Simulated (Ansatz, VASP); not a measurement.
## One calculation of TaN, two programs

INCAR

```
SYSTEM = TaN
  PREC = Accurate
  ENCUT = 520
  EDIFF = 1E-7
  ISMEAR = -1
  SIGMA = 0.02
  LREAL = .FALSE.
  LASPH = .TRUE.
  NELM = 80
  ALGO = Normal
  ISIF = 2
  LWAVE = .FALSE.
  LCHARG = .FALSE.
  GGA = PE
  NBANDS = 15
```

Contents of KPOINTS:

```
regular mesh
0
G
  12 12 10
  0 0 0
```

The input POSCAR:

```
TaN
1.0
    2.9379988584      0.0146899943      0.0000000000
   -1.4562775210      2.5370366506      0.0000000000
    0.0000000000      0.0000000000      2.8830000000
Ta N
1 1
Direct
    0.3333333333      0.6666666667      0.5000000000
    0.0000000000      0.0000000000      0.0000000000
```

Input for Ansatz:

```yaml
crystal:
  lattice:
    - [2.9379988584, 0.0146899943, 0.0]
    - [-1.456277521, 2.5370366506, 0.0]
    - [0.0, 0.0, 2.883]
  atoms:
    - { symbol: Ta, position: [0.3333333333, 0.6666666667, 0.5] }
    - { symbol: "N", position: [0.0, 0.0, 0.0] }
kpoints:
  mp_grid: { grid: [12, 12, 10] }
scf:
  occupations: { method: fermi_dirac, width: 0.02 }
hamiltonian:
  xc: pbe
  pseudopotentials: { kind: all_electron, lapw: { basis_error: 0.0005 } }
output:
  forces: true
  stress: true
  eigenvalues: true
```

Change from the starting cell: xy shear strain of +1 %.

Alike in both runs: task single point; functional PBE; k mesh 12 × 12 × 10; occupations fermi-dirac, width 0.02 eV; no spin polarisation.

|  | VASP | Ansatz |
| --- | --- | --- |
| version | VASP 6.6.1 | Ansatz 0.2.0 |
| potentials or method | VASP PAW PBE potentials, release 64 (Ta_pv, N), cutoff 520 eV | all-electron LAPW, scalar-relativistic |

```csv
,VASP,Ansatz,Ansatz less VASP
pressure (GPa),5.4,4.9,-0.55
"traceless stress, the component that is largest in VASP (GPa)",-2.24,-2.23,+0.012
rms of the force components (eV/Å),0.011,0.010,-0.0009
```

Atom by atom the forces differ by 0.001 eV/Å (rms over components). Ansatz ran all-electron here, and VASP with PAW potentials.

Spin-orbit coupling is off throughout.
